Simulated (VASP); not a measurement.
## AlN: single point with PBE

AlN:

```xyz
4
Lattice="3.2306 0.0000 0.0000 -1.6153 2.7978 0.0000 0.0000 0.0000 4.0829" Properties=species:S:1:pos:R:3 pbc="T T T"
Al    0.0000    1.8652    3.0934
Al    1.6153    0.9326    1.0519
N     0.0000    1.8652    0.9607
N     1.6153    0.9326    3.0021
```

* Program: VASP 6.6.1
* Task: single point
* Functional: PBE
* Potentials or basis: VASP PAW PBE potentials, release 64 (Al, N)
* Cutoff: 520 eV
* k mesh: 9 × 9 × 6
* Occupations: gaussian, width 0.05 eV
* Spin: no spin polarisation

The pressure is 19.0 GPa, the largest force is 0.338 eV/Å and the band gap on the k mesh is 3.87 eV, direct.

Forces on the atoms (eV/Å):
```
Al   0.000  0.000 -0.338
Al   0.000  0.000 -0.338
N    0.000  0.000  0.338
N    0.000  0.000  0.338
```

Stress tensor (GPa, compression positive):
```
18.50  0.00  0.00
 0.00 18.50  0.00
 0.00  0.00 19.90
```

Levels at points of the mesh, in eV from the valence-band top:
```tsv
k point	band 4	band 5	band 6	band 7	band 8	band 9	band 10	band 11	band 12	band 13
(0.00, 0.00, 0.00)	-3.44	-3.44	-1.71	-1.71	0.00	3.87	5.06	8.70	8.70	11.94
(0.00, 0.00, 0.50)	-3.81	-2.61	-2.61	-2.61	-2.61	6.15	6.15	8.84	8.84	8.84
```

It took 7.4 s on 1 thread of Intel(R) Xeon(R) 6975P-C (Granite Rapids), with other jobs on the host, peak memory 0.15 GiB.

A k mesh can miss the band edges. Expect the measured gap to be larger: semilocal functionals such as PBE lack the derivative discontinuity.
